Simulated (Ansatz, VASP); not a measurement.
## Au in VASP and in Ansatz

File INCAR:

```
SYSTEM = Au
PREC = Accurate ; ENCUT = 520
EDIFF = 1E-6 ; ISMEAR = -1
SIGMA = 0.1 ; LREAL = .FALSE.
LASPH = .TRUE. ; NELM = 80
ALGO = Normal ; ISIF = 2
LWAVE = .FALSE. ; LCHARG = .FALSE.
GGA = PE ; NBANDS = 12
```

Contents of KPOINTS:

```
Automatic mesh
0
G
  13 13 13
  0 0 0
```

The input POSCAR:

```
Au
1.0
    2.6726996325      0.0000000000      0.0000000000
    0.0000000000      2.6726996325      0.0000000000
    0.0000000000      0.0000000000      2.6726996325
Au
1
Direct
    0.0000000000      0.0000000000      0.0000000000
```

Input for Ansatz:

```yaml
crystal:
  lattice:
    - [2.6726996325, 0.0, 0.0]
    - [0.0, 2.6726996325, 0.0]
    - [0.0, 0.0, 2.6726996325]
  atoms:
    - { symbol: Au, position: [0.0, 0.0, 0.0] }
hamiltonian:
  xc: pbe
  pseudopotentials:
    kind: paw
    azcp:
      Au: "pseudopotentials/Au.paw.azcp"
basis:
  ecutwfc: 420
  fft_grid_basis: typed
kpoints:
  mp_grid: { grid: [13, 13, 13], shift: [0, 0, 0] }
magnetization:
  spin_polarized: false
scf:
  occupations: { method: fermi_dirac, width: 0.1 }
  lower_state_search: "off"
output:
  stress: true
```

Alike in both runs: task single point; functional PBE; k mesh 13 × 13 × 13; occupations fermi-dirac, width 0.1 eV; no spin polarisation.

|  | VASP | Ansatz |
| --- | --- | --- |
| version | VASP 6.6.1 | Ansatz 0.2.0 |
| potentials or method | VASP PAW PBE potentials, release 64 (Au), cutoff 520 eV | plane waves (420 eV) with PAW, scalar-relativistic |
| valence electrons in the cell | 11 | 19 |

|  | VASP | Ansatz | Ansatz less VASP |
| --- | --- | --- | --- |
| pressure (GPa) | 10.8 | 11.1 | +0.26 |

VASP's potentials hold 11 valence electrons a cell and Ansatz's 19, so a difference there can come from the potentials and not from the codes.

Neither program's run includes spin-orbit coupling.
